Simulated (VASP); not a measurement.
Here is a VASP 6.6.1 calculation.

The input INCAR:

```
SYSTEM = Be3Al2
PREC = Accurate
ENCUT = 520
EDIFF = 1E-6
ISMEAR = 0
SIGMA = 0.1
LREAL = .False.
LASPH = .True.
NELM = 100
ALGO = Fast
ISIF = 2
LWAVE = .False.
LCHARG = .False.
GGA = PE
NBANDS = 14
```

The input KPOINTS:

```
regular mesh
0
Gamma
  10 10 10
  0 0 0
```

Contents of POSCAR:

```
Be3Al2
1.0
    2.5062690137     -3.9837501241      0.0000000000
    2.5062690137      3.9837501241      0.0000000000
    0.0000000000      0.0000000000      3.9291087427
Be Al
3 2
Direct
    0.0000000000      0.0000000000      0.0000000000
    0.5000000000      0.5000000000      0.0000000000
    0.5000000000      0.5000000000      0.5000000000
    0.0000000000      0.5000000000      0.0000000000
    0.5000000000      0.0000000000      0.0000000000
```

Potentials or basis: VASP PAW PBE potentials, release 64 (Be, Al).

Command:

```console
$ cat potpaw_PBE.64/Be/POTCAR potpaw_PBE.64/Al/POTCAR > POTCAR
$ mpirun -np 1 vasp_std > vasp.out
```

(1) Estimate the pressure.

(2) Estimate the band gap on the k mesh.

Results:

(1) 0.0 GPa.

(2) zero (bands 6 and 7 overlap by 2.82 eV).
